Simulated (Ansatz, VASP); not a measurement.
One calculation of YSe, two programs

```
CELL_PARAMETERS angstrom
0.00000 2.87500 2.93250
2.87500 0.00000 2.93250
2.87500 2.87500 0.00000
ATOMIC_POSITIONS crystal
Y 0.00000 0.00000 0.00000
Se 0.50000 0.50000 0.50000
```

Change from the starting cell: zz strain of +2 %, crystal datasets.

Alike in both runs: task electric field gradients; functional LDA; k mesh 7 × 7 × 7; occupations fermi-dirac, width 0.03 eV; no spin polarisation.

|  | VASP | Ansatz |
| --- | --- | --- |
| version | VASP 6.6.1 | Ansatz 0.2.0 |
| potentials or method | VASP PAW LDA potentials, release 64 (Y_sv, Se), cutoff 520 eV | all-electron PAW with datasets made for the crystal, scalar-relativistic |

VASP gave:

- pressure (GPa): -5.8
- traceless stress, the component that is largest in VASP (GPa): -1.95
- size of Vzz on the site where it differs most (V/Å²): 17.6

Estimate Ansatz's values.

pressure (GPa): -5.9; traceless stress, the component that is largest in VASP (GPa): -1.93; size of Vzz on the site where it differs most (V/Å²): 18.8.

LDA's correlation is that of Perdew and Zunger in VASP and of Perdew and Wang (1992) in Ansatz. Ansatz ran all-electron here, and VASP with PAW potentials.
